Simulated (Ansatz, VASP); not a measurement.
## Two plane-wave programs on BaZrO3

```
O Ba Zr
1.0
     4.15583    0.00000    0.00000
     0.00000    4.15583    0.00000
     0.00000    0.00000    4.15583
O Ba Zr
3 1 1
Direct
  0.00000 0.50000 0.50000
  0.50000 0.00000 0.50000
  0.50000 0.50000 0.00000
  0.00000 0.00000 0.00000
  0.50000 0.50000 0.50000
```

Alike in both runs: task single point; functional r2SCAN; k mesh 6 × 6 × 6; occupations fermi-dirac, width 0.0123 eV; no spin polarisation.

|  | VASP | Ansatz |
| --- | --- | --- |
| version | VASP 6.6.1 | Ansatz 0.2.0 |
| potentials or method | VASP PAW PBE potentials, release 64 (O_h, Ba_sv, Zr_sv), cutoff 910 eV | PAW plane waves |
| valence electrons in the cell | 40 | 40 |

```tsv
	VASP	Ansatz	Ansatz less VASP
gap on the k mesh at the Fermi level (eV)	3.78	3.82	+0.047
```

VASP's potentials were made for PBE, not for r2SCAN. The functional is the same, so the differences come from potentials, cutoffs and numerics.

Spin-orbit coupling is off throughout. Noted on VASP's run: the cutoff is under 1.25 times that of the potentials, so the pressure is a little rough.
